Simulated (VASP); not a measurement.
# Pd (Im-3m) in VASP: further runs

The runs below take Pd through single point, with PBE.

All numbers are computed with VASP 6.6.1; they aren't measurements. Logs are shortened: lines on timing, memory, paths and dates and some standing lists are left out, and cuts for length are marked.

## (1) The cell of the first run

It takes space group Im-3m (No. 229, cubic). The conventional cell has a = 2.630 Å, b = 2.630 Å, c = 2.630 Å, α = 90.00°, β = 90.00°, γ = 90.00°. Within 3.0 Å of Pd (site symmetry m-3m) lie 14 Pd at 2.28 to 2.63 Å.

This isn't the form of Pd at room conditions, which is fcc.

## (2) Single point, PBE

File INCAR:

```
PREC = Accurate
ENCUT = 520
EDIFF = 1E-6
ISMEAR = -1
SIGMA = 0.05
LREAL = F
LASPH = T
NELM = 80
ALGO = Normal
ISIF = 2
LWAVE = F
LCHARG = T
GGA = PE
LELF = T
LVHAR = T
NBANDS = 11
```

File KPOINTS:

```
regular mesh
0
Gamma
  20 20 20
```

File POSCAR:

```
Pd
1.0
   -1.3148540090      1.3148540090      1.3148540090
    1.3148540090     -1.3148540090      1.3148540090
    1.3148540090      1.3148540090     -1.3148540090
Pd
1
Direct
    0.0000000000      0.0000000000      0.0000000000
```

Potentials or basis: VASP PAW PBE potentials, release 64 (Pd).

Run with:

```
cat potpaw_PBE.64/Pd/POTCAR > POTCAR
mpirun -np 1 vasp_std > vasp.out
```

OUTCAR:

```text
PREC = Accurate
   ENCUT = 520
   EDIFF = 1E-6
   ISMEAR = -1
   LREAL = F
   LASPH = T
   NELM = 80
   ISIF = 2
   GGA = PE

 ion  position               nearest neighbor table
   1  0.000  0.000  0.000-

  LATTYP: Found a body centered cubic cell.
 ALAT       =     2.6297080180

  Lattice vectors:

 A1 = (  -1.3148540090,   1.3148540090,   1.3148540090)
 A2 = (   1.3148540090,  -1.3148540090,   1.3148540090)
 A3 = (   1.3148540090,   1.3148540090,  -1.3148540090)

Analysis of symmetry for initial positions (statically):
=====================================================================
 Subroutine PRICEL returns:
 Original cell was already a primitive cell.

 Routine SETGRP: Setting up the symmetry group for a
 body centered cubic supercell.

 Subroutine GETGRP returns: Found 48 space group operations
 (whereof 48 operations were pure point group operations)
 out of a pool of 48 trial point group operations.

The static configuration has the point symmetry O_h .

Analysis of symmetry for dynamics (positions and initial velocities):
=====================================================================
 Subroutine PRICEL returns:
 Original cell was already a primitive cell.

 Routine SETGRP: Setting up the symmetry group for a
 body centered cubic supercell.

 Subroutine GETGRP returns: Found 48 space group operations
 (whereof 48 operations were pure point group operations)
 out of a pool of 48 trial point group operations.

The dynamic configuration has the point symmetry O_h .

 Subroutine INISYM returns: Found 48 space group operations
 (whereof 48 operations are pure point group operations),
 and found     1 'primitive' translations

----------------------------------------------------------------------------------------

                                     Primitive cell

  volume of cell :       9.0927

  direct lattice vectors                    reciprocal lattice vectors
    -1.314854009  1.314854009  1.314854009     0.000000000  0.380270354  0.380270354
     1.314854009 -1.314854009  1.314854009     0.380270354  0.000000000  0.380270354
     1.314854009  1.314854009 -1.314854009     0.380270354  0.380270354  0.000000000

  length of vectors
     2.277393948  2.277393948  2.277393948     0.537783493  0.537783493  0.537783493

  position of ions in fractional coordinates (direct lattice)
     0.000000000  0.000000000  0.000000000

  ion indices of the primitive-cell ions
   primitive index   ion index
                 1           1

----------------------------------------------------------------------------------------

 KPOINTS: regular mesh

Automatic generation of k-mesh.
 Grid dimensions read from file:
 generate k-points for:   20   20   20

 Generating k-lattice:

  Cartesian coordinates                     Fractional coordinates (reciprocal lattice)
     0.000000000  0.019013518  0.019013518     0.050000000  0.000000000  0.000000000
     0.019013518  0.000000000  0.019013518     0.000000000  0.050000000  0.000000000
     0.019013518  0.019013518  0.000000000     0.000000000  0.000000000  0.050000000

  Length of vectors
     0.026889175  0.026889175  0.026889175

  Shift w.r.t. Gamma in fractional coordinates (k-lattice)
     0.000000000  0.000000000  0.000000000

 Subroutine IBZKPT returns following result:
 ===========================================

 Found    256 irreducible k-points:

 Following reciprocal coordinates:
            Coordinates               Weight
  0.000000  0.000000  0.000000      1.000000
  0.050000  0.000000  0.000000     12.000000
  0.100000  0.000000  0.000000     12.000000
  0.150000  0.000000  0.000000     12.000000
  0.200000  0.000000  0.000000     12.000000
  0.250000  0.000000  0.000000     12.000000
[... 16 lines left out ...]
  0.200000  0.100000 -0.000000     48.000000
  0.250000  0.100000  0.000000     48.000000
 [... further k-points ...]
   k-points           NKPTS =    256   k-points in BZ     NKDIM =    256   number of bands    NBANDS=     11
   number of dos      NEDOS =    301   number of ions     NIONS =      1
   total plane-waves  NPLWV =   5832
   dimension x,y,z NGX =    18 NGY =   18 NGZ =   18
   dimension x,y,z NGXF=    36 NGYF=   36 NGZF=   36
   ions per type =               1
   NGX,Y,Z   is equivalent  to a cutoff of  13.14, 13.14, 13.14 a.u.
   NGXF,Y,Z  is equivalent  to a cutoff of  26.28, 26.28, 26.28 a.u.
 SYSTEM =  unknown system
   PREC   = accura    normal or accurate (medium, high low for compatibility)
   ISTART =      0    job   : 0-new  1-cont  2-samecut
   ICHARG =      2    charge: 1-file 2-atom 10-const
   ISPIN  =      1    spin polarized calculation?
   LNONCOLLINEAR =      F non collinear calculations
   LSORBIT =      F    spin-orbit coupling
   LASPH  =      T    aspherical Exc in radial PAW
   ENCUT  =  520.0 eV  38.22 Ry    6.18 a.u.   4.23  4.23  4.23*2*pi/ulx,y,z
   NELM   =     80;   NELMIN=  2; NELMDL= -5     # of ELM steps
   EDIFF  = 0.1E-05   stopping-criterion for ELM
   LREAL  =      F    real-space projection
   EDIFFG = 0.1E-04   stopping-criterion for IOM
   NSW    =      0    number of steps for IOM
   IBRION =     -1    ionic relax: 0-MD 1-quasi-New 2-CG
   NFREE  =      0    steps in history (QN), initial steepest desc. (CG)
   ISIF   =      2    stress and relaxation
   ISYM   =      2    0-nonsym 1-usesym 2-fastsym
   POTIM  = 0.5000    time-step for ionic-motion
   TEBEG  =    0.0;   TEEND  =   0.0 temperature during run
   PSTRESS=    0.0 pullay stress
   NELECT =      10.0000    total number of electrons
   NUPDOWN=      -1.0000    fix difference up-down
   EMIN   =  10.00;   EMAX   =-10.00  energy-range for DOS
   EFERMI =   0.00;   METHOD = LEGACY
   ISMEAR =    -1;   SIGMA  =   0.05  broadening in eV -4-tet -1-fermi 0-gaus
   EFERMI_NEDOS =   21; number of points for ismear=-14 and -15
   IALGO  =     38    algorithm
   IMIX   =      4    mixing-type and parameters
     AMIX     =   0.40;   BMIX     =  1.00
     AMIX_MAG =   1.60;   BMIX_MAG =  1.00
  volume/ion in A,a.u.               =       9.09        61.36
  Fermi-wavevector in a.u.,A,eV,Ry     =   1.689834  3.193323 38.851952  2.855538
  Thomas-Fermi vector in A             =   2.771889
   LORBIT       =      0    0 simple, 1 ext, 2 COOP (PROOUT), +10 PAW based schemes
   GGA     = PE    functional components
   LHFCALC =     F    Hartree Fock is set to
   AEXX    =    0.0000 exact exchange contribution
   IVDW    =     0    specifies the selected vdW correction
   LEPSILON=     F    determine dielectric tensor
   LRPA    =     F    only Hartree local field effects (RPA)
 non-spin polarized calculation
  energy-cutoff  :      520.00
  volume of cell :        9.09
 maximum number of plane-waves:       252
 NGX is ok and might be reduce to    18
   NGX =  9   NGY =  9   NGZ =  9

 number of electron      10.0000000 magnetization

 number of electron       9.9999996 magnetization

 Free energy of the ion-electron system (eV)
  ---------------------------------------------------
  ext. energy  EPLUGINS =         0.00000000
  ---------------------------------------------------
  free energy    TOTEN  =        -1.12985186 eV

  energy without entropy =       -1.12660834  energy(sigma->0) =       -1.12823010

 E-fermi :  20.5386     XC(G=0): -16.4173

 val. band max:       20.5362188742   @ k =  -0.4000  -0.4500   0.1000
 cond. band min:      20.5581525081   @ k =  -0.2500   0.3500   0.0500
 fundamental gap:      0.0219336339
 Fermi energy:        20.5386326444

 k-point     1 :       0.0000    0.0000    0.0000
  band No.  band energies     occupation
      1       9.1473      2.00000
      2      14.3339      2.00000
      3      14.3339      2.00000
      4      14.3339      2.00000
      5      18.3349      2.00000
      6      18.3349      2.00000
      7      39.5326      0.00000
      8      39.5326      0.00000
      9      39.5326      0.00000
     10      44.7169      0.00000
     11      52.2314      0.00000

 k-point     2 :       0.0500    0.0000    0.0000
  band No.  band energies     occupation
      1       9.3026      2.00000
      2      14.2569      2.00000
      3      14.3313      2.00000
      4      14.4737      2.00000
      5      18.2252      2.00000
      6      18.3385      2.00000
      7      39.6364      0.00000
      8      39.7803      0.00000
      9      39.7834      0.00000
     10      44.7148      0.00000
     11      52.0910      0.00000

 k-point     3 :       0.1000    0.0000    0.0000
  band No.  band energies     occupation
      1       9.7416      2.00000
      2      14.0391      2.00000
      3      14.3214      2.00000
      4      14.8883      2.00000
      5      17.9617      2.00000
      6      18.3527      2.00000
      7      39.8907      0.00000
      8      40.4093      0.00000
      9      40.5203      0.00000
     10      44.7106      0.00000
     11      51.4146      0.00000

 k-point     4 :       0.1500    0.0000    0.0000
  band No.  band energies     occupation
      1      10.3617      2.00000
      2      13.7145      2.00000
      3      14.3323      2.00000
      4      15.5604      2.00000
      5      17.6994      2.00000
      6      18.3859      2.00000
      7      40.1060      0.00000
      8      41.0834      0.00000
      9      41.7005      0.00000
     10      44.7038      0.00000
     11      50.2947      0.00000

 k-point     5 :       0.2000    0.0000    0.0000
  band No.  band energies     occupation
      1      10.9199      2.00000
      2      13.3279      2.00000
      3      14.5380      2.00000
      4      16.4605      2.00000
      5      17.5800      2.00000
      6      18.4473      2.00000
      7      39.9758      0.00000
      8      41.3037      0.00000
      9      43.2621      0.00000
     10      44.7007      0.00000
     11      49.6881      0.00000

 k-point     6 :       0.2500    0.0000    0.0000
  band No.  band energies     occupation
      1      11.0906      2.00000
      2      12.9248      2.00000
      3      15.2482      2.00000
      4      17.5428      2.00000
      5      17.6494      2.00000
      6      18.5421      2.00000
      7      39.3169      0.00000
      8      40.7027      0.00000
      9      44.7078      0.00000
     10      45.1302      0.00000
     11      50.0667      0.00000

 k-point     7 :       0.3000    0.0000    0.0000
  band No.  band energies     occupation
      1      10.8713      2.00000
      2      12.5447      2.00000
      3      16.4574      2.00000
      4      17.8887      2.00000
      5      18.6672      2.00000
      6      18.7401      2.00000
      7      38.3045      0.00000
      8      39.3832      0.00000
      9      44.7185      0.00000
     10      47.2146      0.00000
     11      49.5502      0.00000

 k-point     8 :       0.3500    0.0000    0.0000
  band No.  band energies     occupation
      1      10.5072      2.00000
      2      12.2193      2.00000
      3      17.6531      2.00000
      4      18.4733      2.00000
      5      18.8087      2.00000
      6      19.9532      1.99998
      7      37.2449      0.00000
      8      37.7089      0.00000
      9      44.7270      0.00000
     10      47.4841      0.00000
     11      49.3922      0.00000
[... 141 lines left out ...]
 k-point    19 :       0.4000    0.0500    0.0000
  band No.  band energies     occupation
      1      10.1390      2.00000
      2      11.9214      2.00000
      3      18.0970      2.00000
      4      18.6970      2.00000
      5      20.0928      1.99973
      6      22.2509      0.00000
      7      35.2570      0.00000
      8      36.1965      0.00000
      9      44.4311      0.00000
     10      44.7872      0.00000
     11      50.7447      0.00000

 k-point    20 :       0.4500    0.0500    0.0000
  band No.  band energies     occupation
      1       9.9821      2.00000
      2      11.8197      2.00000
      3      18.3295      2.00000
      4      18.7360      2.00000
      5      20.7356      0.03821
      6      22.9595      0.00000
      7      34.3017      0.00000
      8      35.7930      0.00000
      9      43.6191      0.00000
     10      44.7479      0.00000
     11      50.2395      0.00000

 k-point    21 :       0.1000    0.1000    0.0000
  band No.  band energies     occupation
      1      10.7311      2.00000
      2      13.7498      2.00000
      3      13.9200      2.00000
      4      16.1527      2.00000
      5      17.4681      2.00000
      6      18.5363      2.00000
      7      40.5066      0.00000
      8      41.3883      0.00000
      9      41.8004      0.00000
     10      44.6968      0.00000
     11      49.6671      0.00000

 k-point    22 :       0.1500    0.1000   -0.0000
  band No.  band energies     occupation
      1      11.2991      2.00000
      2      13.4304      2.00000
      3      13.8890      2.00000
      4      17.1904      2.00000
      5      17.3262      2.00000
      6      18.7008      2.00000
      7      40.5242      0.00000
      8      41.2658      0.00000
      9      42.8527      0.00000
     10      44.6900      0.00000
     11      49.6588      0.00000

 k-point    23 :       0.2000    0.1000   -0.0000
  band No.  band energies     occupation
      1      11.4898      2.00000
      2      13.0249      2.00000
      3      14.3844      2.00000
      4      17.3415      2.00000
      5      18.3985      2.00000
      6      18.9552      2.00000
      7      39.7891      0.00000
      8      40.5964      0.00000
      9      44.2826      0.00000
     10      44.6897      0.00000
     11      49.6466      0.00000

 k-point    24 :       0.2500    0.1000    0.0000
  band No.  band energies     occupation
      1      11.2637      2.00000
      2      12.6511      2.00000
      3      15.3361      2.00000
      4      17.5571      2.00000
      5      18.9398      2.00000
      6      20.0261      1.99993
      7      38.6118      0.00000
      8      39.4525      0.00000
      9      44.6817      0.00000
     10      45.9054      0.00000
     11      47.9357      0.00000

 [... further k-points ...]
[... 5 lines left out ...]
  --------------------------------------------------------------------------------------
  -------------------------------------------------------------------------------------
  Total       19.8390904     19.8390904     19.8390904      0.0000000     -0.0000000      0.0000000
  in kB     3495.7449813   3495.7449813   3495.7449813      0.0000000     -0.0000000      0.0000000
  external PRESSURE =    3495.7449813 kB  Pullay stress =       0.0000000 kB

 VOLUME and BASIS-vectors are now :
 -----------------------------------------------------------------------------
  energy-cutoff  :      520.00
  volume of cell :        9.09
      direct lattice vectors                 reciprocal lattice vectors
    -1.314854009  1.314854009  1.314854009     0.000000000  0.380270354  0.380270354
     1.314854009 -1.314854009  1.314854009     0.380270354  0.000000000  0.380270354
     1.314854009  1.314854009 -1.314854009     0.380270354  0.380270354  0.000000000

 POSITION                                       TOTAL-FORCE (eV/Angst)
 -----------------------------------------------------------------------------------
      0.00000      0.00000      0.00000         0.000000      0.000000      0.000000
 -----------------------------------------------------------------------------------
    total drift:                                0.000000     -0.000000      0.000000

  FREE ENERGIE OF THE ION-ELECTRON SYSTEM (eV)
  ---------------------------------------------------
  free  energy   TOTEN  =        -1.1298518555 eV

  energy  without entropy=       -1.1266083418  energy(sigma->0) =       -1.12823010
```

Run time: 16 s. Hardware: 1 thread of AMD EPYC 9R14 (Zen 4), shared host; peak memory 0.11 GiB.

What came out:

| Item | Value |
| --- | --- |
| Free energy | -1.1299 eV |
| Pressure | 349.6 GPa |
| Band gap on the k mesh | zero (bands 5 and 6 overlap by 3.96 eV) |

Caveat: the cell stands under pressure.

## (3) Single point, PBE

File INCAR:

```
PREC = Accurate ; ENCUT = 520
EDIFF = 1E-7 ; ISMEAR = -1
SIGMA = 0.05 ; LREAL = F
LASPH = T ; NELM = 100
ALGO = Normal ; ISIF = 2
LWAVE = F ; LCHARG = F
GGA = PE ; NBANDS = 11
```

File KPOINTS:

```
Automatic mesh
0
Gamma
  20 20 20
```

File POSCAR:

```
Pd
1.0
   -1.3150391492      1.3150391492      1.3150391492
    1.3150391492     -1.3150391492      1.3150391492
    1.3150391492      1.3150391492     -1.3150391492
Pd
1
Direct
    0.0000000000      0.0000000000      0.0000000000
```

Potentials or basis: VASP PAW PBE potentials, release 64 (Pd).

Run with:

```
cat potpaw_PBE.64/Pd/POTCAR > POTCAR
mpirun -np 1 vasp_std > vasp.out
```

Run time: 17 s. Hardware: 1 thread of AMD EPYC 9R14 (Zen 4), shared host; peak memory 0.1 GiB.

Results (log left out):

```yaml
Free_energy: -1.1382 eV
Pressure: 348.9 GPa
Band_gap_on_the_k_mesh: zero (bands 5 and 6 overlap by 3.96 eV)
```

Levels at points of the mesh, in eV from the Fermi level:
```
           k point  band 2  band 3  band 4  band 5  band 6  band 7  band 8  band 9
(0.00, 0.00, 0.00)   -6.20   -6.20   -6.20   -2.20   -2.20   19.00   19.00   19.00
(0.50, 0.00, 0.00)   -8.77   -2.14   -1.46    0.85    1.56   13.69   15.04   23.25
(0.50, 0.50, 0.50)  -11.24    0.62    0.62    0.62   11.45   11.45   11.45   23.88
```

Caveat: the cell stands under pressure.
